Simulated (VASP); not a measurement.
# Al6O in VASP: further runs

Al6O is run at these levels: PBE; tasks: single point.

Everything below comes from runs of VASP 6.6.1. Logs are shortened: lines on timing, memory, paths and dates and some standing lists are left out, and cuts for length are marked.

### Step 1. The cell of the first run

The cell holds a slab with vacuum, 14 atoms: a = 5.714 Å, b = 5.714 Å, c = 22.175 Å, α = 90.00°, β = 90.00°, γ = 90.00°.

### Step 2. Single point, PBE, collinear spin, ferromagnetic start

The input, INCAR:

```
PREC = Accurate ; ENCUT = 520
EDIFF = 1E-6 ; ISMEAR = 0
SIGMA = 0.1 ; LREAL = F
LASPH = T ; NELM = 200
ALGO = Normal ; ISIF = 2
LWAVE = F ; LCHARG = T
ISPIN = 2 ; MAGMOM = 0 0 0 0 0 0 0 0 0 0 0 0 1 1
LORBIT = 11 ; LDIPOL = T
IDIPOL = 3 ; DIPOL = 0.5 0.5 0.301
GGA = PE ; LELF = T
LVHAR = T ; LVACPOTAV = T
NBANDS = 41 ; GGA_COMPAT = F
NELMDL = -8
```

The input, KPOINTS:

```
regular mesh
0
Gamma
  5 5 1
```

The input, POSCAR:

```
Al6O
1.0
    5.7135165838      0.0000000000      0.0000000000
    0.0000000000      5.7135165838      0.0000000000
    0.0000000000      0.0000000000     22.1746954225
Al O
12 2
Direct
    0.2500000000      0.2500000000      0.1803857922
    0.2500000000      0.7500000000      0.1803857922
    0.7500000000      0.2500000000      0.1803857922
    0.7500000000      0.7500000000      0.1803857922
    0.0000000000      0.0000000000      0.2744050915
    0.0000000000      0.5000000000      0.2744050915
    0.5000000000      0.0000000000      0.2744050915
    0.5000000000      0.5000000000      0.2744050915
    0.2500000000      0.2500000000      0.3686497274
    0.2500000000      0.7500000000      0.3686497274
    0.7500000000      0.2500000000      0.3686497274
    0.7500000000      0.7500000000      0.3686497274
    0.1511116898      0.2500000000      0.4624503393
    0.3488883102      0.2500000000      0.4624503393
```

Potentials or basis: VASP PAW PBE potentials, release 64 (Al, O).

Launch:

```sh
> cat potpaw_PBE.64/Al/POTCAR potpaw_PBE.64/O/POTCAR > POTCAR
> mpirun -np 1 vasp_std > vasp.out
```

OUTCAR:

```text
PREC = Accurate
   ENCUT = 520
   EDIFF = 1E-6
   ISMEAR = 0
   LREAL = F
   LASPH = T
   NELM = 200
   ISIF = 2
   ISPIN = 2
   LORBIT = 11
   GGA = PE
   NELMDL = -8

 ion  position               nearest neighbor table
   1  0.250  0.250  0.180-   2 2.86   3 2.86   2 2.86   3 2.86   7 2.90   8 2.90   5 2.90   6 2.90

   2  0.250  0.750  0.180-   1 2.86   4 2.86   1 2.86   4 2.86   7 2.90   8 2.90   5 2.90   6 2.90

   3  0.750  0.250  0.180-   1 2.86   4 2.86   4 2.86   1 2.86   7 2.90   8 2.90   5 2.90   6 2.90
[... 15 lines left out ...]
  11  0.750  0.250  0.369-   9 2.86  12 2.86  12 2.86   9 2.86   5 2.91   6 2.91   7 2.91   8 2.91

  12  0.750  0.750  0.369-  10 2.86  11 2.86  11 2.86  10 2.86   5 2.91   6 2.91   7 2.91   8 2.91

  13  0.151  0.250  0.462-  14 1.13   9 2.16
  14  0.349  0.250  0.462-  13 1.13   9 2.16

  LATTYP: Found a simple tetragonal cell.
 ALAT       =     5.7135165838
 C/A-ratio  =     3.8810940858

  Lattice vectors:

 A1 = (   5.7135165838,   0.0000000000,   0.0000000000)
 A2 = (   0.0000000000,   5.7135165838,   0.0000000000)
 A3 = (   0.0000000000,   0.0000000000,  22.1746954225)

Analysis of symmetry for initial positions (statically):
=====================================================================
 Subroutine PRICEL returns:
 Original cell was already a primitive cell.

 Routine SETGRP: Setting up the symmetry group for a
 simple tetragonal supercell.

 Subroutine GETGRP returns: Found  4 space group operations
 (whereof  1 operations were pure point group operations)
 out of a pool of 16 trial point group operations.

The static configuration has the point symmetry C_1 .
 The point group associated with its full space group is C_2v.

Analysis of symmetry for dynamics (positions and initial velocities):
=====================================================================
 Subroutine PRICEL returns:
 Original cell was already a primitive cell.

 Routine SETGRP: Setting up the symmetry group for a
 simple tetragonal supercell.

 Subroutine GETGRP returns: Found  4 space group operations
 (whereof  1 operations were pure point group operations)
 out of a pool of 16 trial point group operations.

The dynamic configuration has the point symmetry C_1 .
 The point group associated with its full space group is C_2v.

Analysis of structural, dynamic, and magnetic symmetry:
[... 531 lines left out ...]
     35       2.0556      0.00000
     36       2.1091      0.00000
 Fermi energy:        -0.9304010173

 spin component 2

 k-point     1 :       0.0000    0.0000    0.0000
  band No.  band energies     occupation
      1     -30.9298      1.00000
      2     -15.6025      1.00000
      3     -11.2944      1.00000
      4     -10.7485      1.00000
      5     -10.4743      1.00000
      6      -9.4889      1.00000
[... 340 lines left out ...]
     35       2.0498      0.00000
     36       2.0930      0.00000
 [bands above 36 left out]

------------------------ aborting loop because EDIFF is reached ----------------------------------------

  FORCE on cell =-STRESS in cart. coord.  units (eV):
  Direction    XX          YY          ZZ          XY          YZ          ZX
  --------------------------------------------------------------------------------------
  -------------------------------------------------------------------------------------
  Total       13.3848251     -7.5362844     -0.6816217      0.0000000      0.0000000      0.0000000
  in kB       29.6250189    -16.6802753     -1.5086529      0.0000000      0.0000000      0.0000000
  external PRESSURE =       3.8120302 kB  Pullay stress =       0.0000000 kB

 VOLUME and BASIS-vectors are now :
 -----------------------------------------------------------------------------
  energy-cutoff  :      520.00
  volume of cell :      723.88
      direct lattice vectors                 reciprocal lattice vectors
     5.713516584  0.000000000  0.000000000     0.175023558  0.000000000  0.000000000
     0.000000000  5.713516584  0.000000000     0.000000000  0.175023558  0.000000000
     0.000000000  0.000000000 22.174695423     0.000000000  0.000000000  0.045096448

 POSITION                                       TOTAL-FORCE (eV/Angst)
 -----------------------------------------------------------------------------------
      1.42838      1.42838      4.00000         0.000000      0.000000      0.135531
      1.42838      4.28514      4.00000         0.000000      0.000000      0.051892
      4.28514      1.42838      4.00000         0.000000      0.000000      0.072164
      4.28514      4.28514      4.00000         0.000000      0.000000     -0.085003
      0.00000      0.00000      6.08485        -0.025928     -0.055878     -0.004726
      0.00000      2.85676      6.08485        -0.025928      0.055878     -0.004726
      2.85676      0.00000      6.08485         0.025928     -0.055878     -0.004726
      2.85676      2.85676      6.08485         0.025928      0.055878     -0.004726
      1.42838      1.42838      8.17470         0.000000      0.000000      0.216759
      1.42838      4.28514      8.17470         0.000000      0.000000     -0.241469
      4.28514      1.42838      8.17470         0.000000      0.000000     -0.210736
      4.28514      4.28514      8.17470         0.000000      0.000000      0.032053
      0.86338      1.42838     10.25470       -17.276728      0.000000      0.023856
      1.99338      1.42838     10.25470        17.276728      0.000000      0.023856
 -----------------------------------------------------------------------------------
    total drift:                               -0.000000     -0.000000      0.000274

  FREE ENERGIE OF THE ION-ELECTRON SYSTEM (eV)
  ---------------------------------------------------
  free  energy   TOTEN  =       -50.1511139305 eV

  energy  without entropy=      -50.1369946683  energy(sigma->0) =      -50.14405430

 vacuum level on the upper side and lower side of the slab         4.012         3.457

 total charge

# of ion       s       p       d       tot
------------------------------------------
    1        0.476   0.285   0.000   0.760
    2        0.475   0.282   0.000   0.757
    3        0.474   0.282   0.000   0.756
    4        0.472   0.290   0.000   0.762
    5        0.431   0.329   0.000   0.760
    6        0.431   0.329   0.000   0.760
    7        0.431   0.329   0.000   0.760
    8        0.431   0.329   0.000   0.760
    9        0.433   0.289   0.000   0.722
   10        0.480   0.289   0.000   0.769
   11        0.487   0.271   0.000   0.758
   12        0.473   0.286   0.000   0.759
   13        1.614   3.528   0.000   5.142
   14        1.614   3.528   0.000   5.142
--------------------------------------------------
tot          8.725  10.645   0.000  19.371

 magnetization (x)

# of ion       s       p       d       tot
------------------------------------------
    1       -0.003  -0.000   0.000  -0.003
    2       -0.000   0.002   0.000   0.002
    3       -0.003  -0.002   0.000  -0.005
    4       -0.000  -0.000   0.000  -0.001
    5       -0.000  -0.001   0.000  -0.001
    6       -0.000  -0.001   0.000  -0.001
    7       -0.000  -0.001   0.000  -0.001
    8       -0.000  -0.001   0.000  -0.001
    9        0.001   0.005   0.000   0.006
   10        0.001  -0.000   0.000   0.000
   11       -0.002   0.001   0.000  -0.002
   12       -0.001   0.001   0.000   0.000
   13       -0.005  -0.437   0.000  -0.443
   14       -0.005  -0.437   0.000  -0.443
--------------------------------------------------
tot         -0.021  -0.872   0.000  -0.893
```

Run time: 49 min. Hardware: 1 thread of Intel Xeon 8259CL, shared host; peak memory 1.1 GiB.

What came out:

| Item | Value |
| --- | --- |
| Free energy | -50.1511 eV |
| Largest force | 17.277 eV/Å |
| Net moment | -1.15 μB per cell |
| Site moments | Al -0.00, +0.00, -0.01, +0.01 (each value once); O -0.44 μB |
| Valence electrons inside the program's atomic spheres | Al 0.76, 0.72, 0.77 (each value once); O 5.14 |

Forces in eV/Å, atoms in the order of the input:
```
Al    0.000   0.000   0.136
Al    0.000   0.000   0.052
Al    0.000   0.000   0.072
Al    0.000   0.000  -0.085
Al   -0.026  -0.056  -0.005
Al   -0.026   0.056  -0.005
Al    0.026  -0.056  -0.005
Al    0.026   0.056  -0.005
Al    0.000   0.000   0.217
Al    0.000   0.000  -0.241
Al    0.000   0.000  -0.211
Al    0.000   0.000   0.032
O   -17.277   0.000   0.024
O    17.277   0.000   0.024
```

Caveat: the standard files for N, O and F lose accuracy on very short bonds.

### Step 3. Single point, PBE, collinear spin, ferromagnetic start

The input, INCAR:

```
SYSTEM = Al6O
PREC = Accurate ; ENCUT = 520
EDIFF = 1E-6 ; ISMEAR = 0
SIGMA = 0.1 ; LREAL = .False.
LASPH = .True. ; NELM = 200
ALGO = Normal ; ISIF = 2
LWAVE = .False. ; LCHARG = .False.
ISPIN = 2 ; MAGMOM = 0 0 0 0 0 0 0 0 0 0 0 0 1 1
LORBIT = 11 ; LDIPOL = .True.
IDIPOL = 3 ; DIPOL = 0.5 0.5 0.307
GGA = PE ; NBANDS = 41
GGA_COMPAT = .False. ; NELMDL = -8
```

The input, KPOINTS:

```
Automatic mesh
0
Gamma
  5 5 1
  0 0 0
```

POSCAR: that of step 2 with these lines changed.

```diff
@@ -20,3 +20,3 @@
     0.7500000000      0.7500000000      0.3686497274
-    0.1511116898      0.2500000000      0.4624503393
-    0.3488883102      0.2500000000      0.4624503393
+    0.1046429353      0.2500000000      0.5039390715
+    0.3953570647      0.2500000000      0.5039390715
```

Potentials or basis: VASP PAW PBE potentials, release 64 (Al, O).

Launch:

```sh
> cat potpaw_PBE.64/Al/POTCAR potpaw_PBE.64/O/POTCAR > POTCAR
> mpirun -np 1 vasp_std > vasp.out
```

Run time: 13 min. Hardware: 1 thread of Intel Xeon 6975P-C (Granite Rapids), shared host; peak memory 1.1 GiB.

The run converged. Its results:

- Free energy: -49.0782 eV
- Largest force: 6.445 eV/Å
- Net moment: 1.49 μB per cell
- Site moments: Al +0.00, -0.00 (each value once); O +0.63 μB
- Valence electrons inside the program's atomic spheres: Al 0.76, 0.74, 0.75 (each value once); O 4.63

Forces in eV/Å, atoms in the order of the input:
```
Al   0.000  0.000  0.057
Al   0.000  0.000  0.017
Al   0.000  0.000  0.037
Al   0.000  0.000  0.007
Al  -0.009 -0.014 -0.008
Al  -0.009  0.014 -0.008
Al   0.009 -0.014 -0.008
Al   0.009  0.014 -0.008
Al   0.000  0.000  0.543
Al   0.000  0.000  0.019
Al   0.000  0.000  0.144
Al   0.000  0.000  0.026
O    6.432  0.000 -0.408
O   -6.432  0.000 -0.408
```

Levels at points of the mesh, in eV from the Fermi level:
Spin up:
```
           k point  band 22  band 23  band 24  band 25  band 26  band 27  band 28  band 29
(0.00, 0.00, 0.00)    -0.74    -0.71    -0.65    -0.37     0.02     0.03     0.04     0.11
```
Spin down:
```
           k point  band 22  band 23  band 24  band 25  band 26  band 27
(0.00, 0.00, 0.00)    -0.61    -0.37    -0.27     0.02     0.03     0.05
```

### Step 4. Single point, PBE, collinear spin, ferromagnetic start

The input, INCAR:

```
SYSTEM = Al6O
  PREC = Accurate
  ENCUT = 520
  EDIFF = 1E-6
  ISMEAR = 0
  SIGMA = 0.1
  LREAL = .FALSE.
  LASPH = .TRUE.
  NELM = 200
  ALGO = Normal
  ISIF = 2
  LWAVE = .FALSE.
  LCHARG = .FALSE.
  ISPIN = 2
  MAGMOM = 0 0 0 0 0 0 0 0 0 0 0 0 1 1
  LORBIT = 11
  LDIPOL = .TRUE.
  IDIPOL = 3
  DIPOL = 0.5 0.5 0.295
  GGA = PE
  NBANDS = 41
  GGA_COMPAT = .FALSE.
  NELMDL = -8
```

The input, KPOINTS:

```
Automatic mesh
0
G
  5 5 1
  0 0 0
```

POSCAR: that of step 3 with these lines changed.

```diff
@@ -20,3 +20,3 @@
     0.7500000000      0.7500000000      0.3686497274
-    0.1046429353      0.2500000000      0.5039390715
-    0.3953570647      0.2500000000      0.5039390715
+   -0.0239118679      0.2500000000      0.4191577492
+    0.5239118679      0.2500000000      0.4191577492
```

Launch:

```sh
> cat potpaw_PBE.64/Al/POTCAR potpaw_PBE.64/O/POTCAR > POTCAR
> mpirun -np 1 vasp_std > vasp.out
```

It took 14 min on 1 thread of Intel Xeon 6975P-C (Granite Rapids), shared host; peak memory 1.1 GiB.

Results (log left out):

```yaml
Free_energy: -57.4048 eV
Largest_force: 3.446 eV/Å
Band_gap_on_the_k_mesh: zero (filled and empty bands overlap)
Net_moment: 0.00 μB per cell
Valence_electrons_inside_the_program's_atomic_spheres: Al 0.76, 0.77, 0.71, 0.83 (each value once); O 5.00
```

Forces in eV/Å, atoms in the order of the input:
```
Al   0.000  0.000  0.044
Al   0.000  0.000  0.231
Al   0.000  0.000  0.017
Al   0.000  0.000  0.195
Al   0.011  0.026 -0.141
Al   0.011 -0.026 -0.141
Al  -0.011  0.026 -0.141
Al  -0.011 -0.026 -0.141
Al   0.000  0.000  3.146
Al   0.000  0.000 -0.224
Al   0.000  0.000  0.379
Al   0.000  0.000 -0.140
O    3.083  0.000 -1.541
O   -3.083  0.000 -1.541
```

Levels at points of the mesh, in eV from the Fermi level:
Spin up:
```tsv
k point	band 22	band 23	band 24	band 25	band 26	band 27
(0.00, 0.00, 0.00)	-1.35	-0.77	-0.17	-0.09	0.01	0.01
```
Spin down:
```csv
k point,band 20,band 21,band 22,band 23,band 24,band 25,band 26,band 27,band 28,band 29
"(0.00, 0.00, 0.00)",-1.93,-1.48,-1.35,-0.77,-0.17,-0.09,0.01,0.01,0.99,1.03
```

### Step 5. Single point, PBE, collinear spin, ferromagnetic start

The input, INCAR:

```
SYSTEM = Al6O
PREC = Accurate ; ENCUT = 520
EDIFF = 1E-6 ; ISMEAR = 0
SIGMA = 0.1 ; LREAL = .False.
LASPH = .True. ; NELM = 200
ALGO = Normal ; ISIF = 2
LWAVE = .False. ; LCHARG = .False.
ISPIN = 2 ; MAGMOM = 0 0 0 0 0 0 0 0 0 0 0 0 1 1
LORBIT = 11 ; LDIPOL = .True.
IDIPOL = 3 ; DIPOL = 0.5 0.5 0.297
GGA = PE ; NBANDS = 41
GGA_COMPAT = .False. ; NELMDL = -8
```

The input, KPOINTS:

```
Automatic mesh
0
Gamma
  5 5 1
  0 0 0
```

POSCAR: that of step 4 with these lines changed.

```diff
@@ -20,3 +20,3 @@
     0.7500000000      0.7500000000      0.3686497274
-   -0.0239118679      0.2500000000      0.4191577492
-    0.5239118679      0.2500000000      0.4191577492
+    0.0124055203      0.2500000000      0.4335886126
+    0.4875944797      0.2500000000      0.4335886126
```

Launch:

```sh
> cat potpaw_PBE.64/Al/POTCAR potpaw_PBE.64/O/POTCAR > POTCAR
> mpirun -np 1 vasp_std > vasp.out
```

Wall time 26 min (1 thread of Intel Xeon Platinum 8259CL at 2.50GHz (Skylake/Cascade Lake), shared host); peak memory 1.1 GiB.

The run converged. Its results:

| Item | Value |
| --- | --- |
| Free energy | -55.4117 eV |
| Largest force | 4.803 eV/Å |
| Band gap on the k mesh | zero (filled and empty bands overlap) |
| Net moment | 0.00 μB per cell |
| Valence electrons inside the program's atomic spheres | Al 0.76, 0.71, 0.75, 0.69 (each value once); O 4.84 |

Forces on the atoms (eV/Å):
```
Al   0.000  0.000  0.038
Al   0.000  0.000  0.138
Al   0.000  0.000  0.044
Al   0.000  0.000  0.145
Al  -0.002  0.087 -0.036
Al  -0.002 -0.087 -0.036
Al   0.002  0.087 -0.036
Al   0.002 -0.087 -0.036
Al   0.000  0.000  4.551
Al   0.000  0.000  0.122
Al   0.000  0.000  4.537
Al   0.000  0.000  0.079
O   -0.677  0.000 -4.755
O    0.677  0.000 -4.755
```

Levels at points of the mesh, in eV from the Fermi level:
Spin up:
```
           k point  band 20  band 21  band 22  band 23  band 24  band 25  band 26  band 27  band 28  band 29
(0.00, 0.00, 0.00)    -1.25    -1.18    -0.73    -0.53    -0.14    -0.07     0.04     0.07     0.90     0.95
```
Spin down:
```csv
k point,band 20,band 21,band 22,band 23,band 24,band 25,band 26,band 27,band 28,band 29
"(0.00, 0.00, 0.00)",-1.25,-1.18,-0.73,-0.53,-0.14,-0.07,0.04,0.07,0.90,0.95
```

### Step 6. Overview

```csv
cell,gap on the mesh (eV),moment (μB),largest force (eV/Å)
"as given, atomic positions A",none,1.15,17.28
"as given, atomic positions B",none,1.49,6.45
"as given, atomic positions C",none,0.00,3.45
"as given, atomic positions D",none,0.00,4.80
```

Alike in all rows: task single point; level PBE; potentials or basis VASP PAW PBE potentials, release 64 (Al, O); spin collinear, ferromagnetic start; k mesh 5 × 5 × 1; cutoff (eV) 520; smearing gaussian 0.1 eV.

Caveats: the standard files for N, O and F lose accuracy on very short bonds (at least some runs).

Total energies depend on the potentials used, so only differences within one code and one set of settings carry meaning.
